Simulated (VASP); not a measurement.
Wanted: the native input for a VASP 6.6.1 run.

| Item | Value |
| --- | --- |
| Task | relaxation of cell and atoms |
| Functional | PBE |
| Potentials or basis | VASP PAW PBE potentials, release 64 (Pt) |
| Cutoff | 500 eV |
| k mesh | 11 × 11 × 11 |
| Occupations | gaussian, width 0.1 eV |
| Spin | no spin polarisation |
| Dipole correction | no |
| Further INCAR settings | ALGO = Normal; EDIFF = 1e-07; IBRION = 2; EDIFFG = -0.02; NSW = 50; ISIF = 3 |

The structure of Pt lies in POSCAR:

```
Pt
1.0
    0.0000000000      1.9600000000      1.9600000000
    1.9600000000      0.0000000000      1.9600000000
    1.9600000000      1.9600000000      0.0000000000
Pt
1
Direct
    0.0000000000      0.0000000000      0.0000000000
```

These files were run (other wordings do the same):

INCAR

```
SYSTEM = Pt
  ALGO = Normal
  EDIFF = 1E-7
  EDIFFG = -0.02
  ENCUT = 500
  GGA = PE
  GGA_COMPAT = .FALSE.
  IBRION = 2
  ISIF = 3
  ISMEAR = 0
  LASPH = .TRUE.
  LCHARG = .FALSE.
  LREAL = .FALSE.
  LWAVE = .FALSE.
  NELM = 120
  NELMIN = 4
  NSW = 50
  PREC = Accurate
  SIGMA = 0.1
```

KPOINTS

```
k-points
0
G
  11 11 11
  0 0 0
```

Potentials or basis: VASP PAW PBE potentials, release 64 (Pt).

Launch:

```sh
$ cat potpaw_PBE.64/Pt/POTCAR > POTCAR
$ mpirun -np 1 vasp_std > vasp.out
```

Results of the run:

* Relaxed volume: 15.60 Å³/atom
* Relaxed cell: a = 2.804 Å, b = 2.804 Å, c = 2.804 Å, α = 60.00°, β = 60.00°, γ = 60.00°
* Space group after relaxing (to 0.1 Å): Fm-3m (No. 225)
* Energy gained by relaxing: 15.5 meV/atom
* Ionic steps: 4
* Pressure after relaxing: 0.0 GPa
* Band gap on the k mesh: zero (bands 5 and 6 overlap by 1.99 eV)

Caveat: spin-orbit coupling is left out, which moves the levels of the heavy elements.

Run time: 9.8 s on 1 thread of Intel(R) Xeon(R) 6975P-C (Granite Rapids), on a shared host, peak memory 0.13 GiB.
